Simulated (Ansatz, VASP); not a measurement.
## Mo in VASP and in Ansatz

Contents of POSCAR:

```
Mo
1.0
    2.6663533954      0.0000000000      0.0000000000
   -1.3331766977      2.3091297759      0.0000000000
    0.0000000000      0.0000000000      2.5339005368
Mo
1
Direct
    0.0000000000      0.0000000000      0.5000000000
```

INCAR.step1

```
SYSTEM = Mo
  ALGO = Normal
  EDIFF = 1E-4
  ENCUT = 520
  GGA = PE
  ISMEAR = 0
  LASPH = .True.
  LCHARG = .False.
  LREAL = .False.
  LWAVE = .True.
  NBANDS = 13
  NELM = 100
  PREC = Accurate
  SIGMA = 0.15
```

The input INCAR.step2:

```
SYSTEM = Mo
  ALGO = Normal
  EDIFF = 1E-7
  ENCUT = 520
  ISIF = 2
  ISMEAR = 0
  ISTART = 1
  LASPH = .True.
  LCHARG = .False.
  LMIXTAU = .True.
  LREAL = .False.
  LWAVE = .False.
  METAGGA = R2SCAN
  NBANDS = 13
  NELM = 100
  PREC = Accurate
  SIGMA = 0.15
```

Contents of KPOINTS:

```
k-points
0
Gamma
  24 24 24
  0 0 0
```

Input for Ansatz:

```yaml
crystal:
  lattice:
    - [2.6663533954, 0.0, 0.0]
    - [-1.3331766977, 2.3091297759, 0.0]
    - [0.0, 0.0, 2.5339005368]
  atoms:
    - { symbol: Mo, position: [0.0, 0.0, 0.5] }
basis:
  ecutwfc: 500
kpoints:
  mp_grid: { grid: [24, 24, 24] }
hamiltonian:
  xc: r2scan
scf:
  occupations: { method: gaussian, width: 0.15 }
output:
  forces: true
  stress: true
  eigenvalues: true
```

Change from the starting cell: strain -0.030 along x and y, +0.000 along z, atoms carried along.

Alike in both runs: task single point; functional r2SCAN; k mesh 24 × 24 × 24; occupations gaussian, width 0.15 eV; no spin polarisation.

```csv
,VASP,Ansatz
version,VASP 6.6.1,Ansatz 0.2.0
potentials or method,"VASP PAW PBE potentials, release 64 (Mo_sv), cutoff 520 eV","scalar-relativistic, plane waves, PAW"
valence electrons in the cell,14,14
```

|  | VASP | Ansatz | Ansatz less VASP |
| --- | --- | --- | --- |
| gap on the k mesh at the Fermi level (eV) | none | none | - |
| pressure (GPa) | 16.8 | 15.5 | -1.36 |
| traceless stress, the component that is largest in VASP (GPa) | -10.48 | -10.59 | -0.104 |

VASP's potentials were made for PBE, not for r2SCAN. A gap of «none» marks a metal or a gap that the smearing closes.
